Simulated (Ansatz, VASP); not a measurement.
# MgS in VASP and in Ansatz

```xyz
2
Lattice="0.0000 2.6015 2.6015 2.6106 0.0000 2.6015 2.6106 2.6015 0.0000" Properties=species:S:1:pos:R:3 pbc="T T T"
Mg    0.0000    0.0000    0.0000
S     2.6106    2.6015    2.6015
```

Change from the starting cell: uniaxial_x strain +0.3%.

Alike in both runs: task single point; functional HSE06; k mesh 6 × 6 × 6; no spin polarisation.

```csv
,VASP,Ansatz
version,VASP 6.6.1,Ansatz 0.2.0
potentials or method,"VASP PAW PBE potentials, release 64 (Mg, S)","plane waves, PAW"
plane-wave cutoff (eV),520,420
occupations,"gaussian, width 0.01 eV",fixed
valence electrons in the cell,8,16
```

|  | VASP | Ansatz | Ansatz less VASP |
| --- | --- | --- | --- |
| gap on the k mesh at the Fermi level (eV) | 3.73 | 3.78 | +0.053 |
| pressure (GPa) | -1.0 | -0.7 | +0.32 |
| traceless stress, the component that is largest in VASP (GPa) | -0.23 | -0.23 | -0.002 |

VASP's potentials hold 8 valence electrons a cell and Ansatz's 16, so a difference there can come from the potentials and not from the codes. Ansatz's warnings: stress exchange threshold loose, stress scf threshold loose.
